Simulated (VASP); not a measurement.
Write the native input for VASP 6.6.1 that does the following.

- Task: single point
- Functional: r2SCAN
- Potentials or basis: VASP PAW PBE potentials, release 64 (Cd, S)
- Cutoff: 520 eV
- k mesh: 8 × 8 × 8
- Occupations: gaussian, width 0.01 eV
- Spin: no spin polarisation
- Dipole correction: no
- Further INCAR settings: ALGO = Normal; EDIFF = 1e-07; NBANDS = 16

The system is CdS (Hawleyite).

```
Cd S
1.0
     2.95397    2.95397    0.00000
    -2.95397    2.95397    0.00000
     0.00000    2.95397    2.91640
Cd S
1 1
Direct
  0.00000 0.00000 0.00000
  0.75000 0.25000 0.50000
```

This cell differs from its parent crystal: in-plane strain +0.005, then relaxed in part.

One way to write it, as run:

POSCAR

```
CdS
1.0
    2.9539706053      2.9539706053      0.0000000000
   -2.9539706053      2.9539706053      0.0000000000
    0.0000000000      2.9539706053      2.9164012155
Cd S
1 1
Direct
    0.0000000000      0.0000000000      0.0000000000
    0.7500000000      0.2500000000      0.5000000000
```

INCAR.step1

```
PREC = Accurate
ENCUT = 520
ISMEAR = 0
SIGMA = 0.01
LREAL = F
LASPH = T
NELM = 60
NBANDS = 16
GGA = PE
ALGO = Normal
EDIFF = 1E-4
LWAVE = T
LCHARG = F
```

INCAR.step2

```
PREC = Accurate
ENCUT = 520
EDIFF = 1E-7
ISMEAR = 0
SIGMA = 0.01
LREAL = F
LASPH = T
NELM = 60
ALGO = Normal
ISIF = 2
LWAVE = F
LCHARG = F
METAGGA = R2SCAN
LMIXTAU = T
NBANDS = 16
ISTART = 1
```

KPOINTS

```
regular mesh
0
Gamma
  8 8 8
```

Potentials or basis: VASP PAW PBE potentials, release 64 (Cd, S).

The run is started by

```sh
$ cat potpaw_PBE.64/Cd/POTCAR potpaw_PBE.64/S/POTCAR > POTCAR
$ cp INCAR.step1 INCAR
$ mpirun -np 1 vasp_std > vasp.out
$ cp INCAR.step2 INCAR
$ mpirun -np 1 vasp_std > vasp.out
```

It gave:

* Pressure: 0.1 GPa
* Band gap on the k mesh: 1.51 eV, direct

Caveat: the cell differs from its parent crystal (in-plane strain +0.005, then relaxed in part); the PAW data sets were made with another functional, which shifts forces and pressure a little.

Wall time 60 s on 1 thread of Intel(R) Xeon(R) 6975P-C (Granite Rapids) (shared host), peak memory 0.21 GiB.
